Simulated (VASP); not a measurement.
**SnTe3: single point with PBE**

SnTe3:

```
CELL_PARAMETERS angstrom
0.00000 3.72797 3.72797
3.72797 0.00000 3.72797
3.72797 3.72797 0.00000
ATOMIC_POSITIONS crystal
Sn 0.00000 0.00000 0.00000
Te 0.25000 0.25000 0.25000
Te 0.75000 0.75000 0.75000
Te 0.50000 0.50000 0.50000
```

- Program: VASP 6.6.1
- Task: single point
- Functional: PBE
- Potentials or basis: VASP PAW PBE potentials, release 64 (Sn_d, Te)
- Cutoff: 520 eV
- k mesh: 4 × 4 × 4
- Occupations: fermi-dirac, width 0.05 eV
- Spin: no spin polarisation
- Dipole correction: no
- Further INCAR settings: ALGO = Normal; EDIFF = 1e-07; NBANDS = 24

```yaml
Pressure: 7.2 GPa
Band_gap_on_the_k_mesh: zero (band 16 reaches 9.58 eV, above the bottom of band 17 at 7.03 eV)
```

Levels at points of the mesh, in eV from the Fermi level:
```csv
k point,band 14,band 15,band 16,band 17,band 18,band 19
"(0.00, 0.00, 0.00)",-3.82,-3.82,-2.20,-2.20,-2.20,2.69
"(0.50, 0.00, 0.00)",-2.06,-2.03,0.35,0.35,1.58,1.72
"(0.50, 0.50, 0.00)",-0.68,-0.68,0.06,0.13,0.13,2.29
```

Run time: 44 s on 1 thread of AMD EPYC 7R43 64-Core Processor (Zen 3), with other jobs on the host, peak memory 0.19 GiB.

Caveat: the k points lie up to 0.36 Å⁻¹ apart; spin-orbit coupling is left out, which moves the levels of the heavy elements.
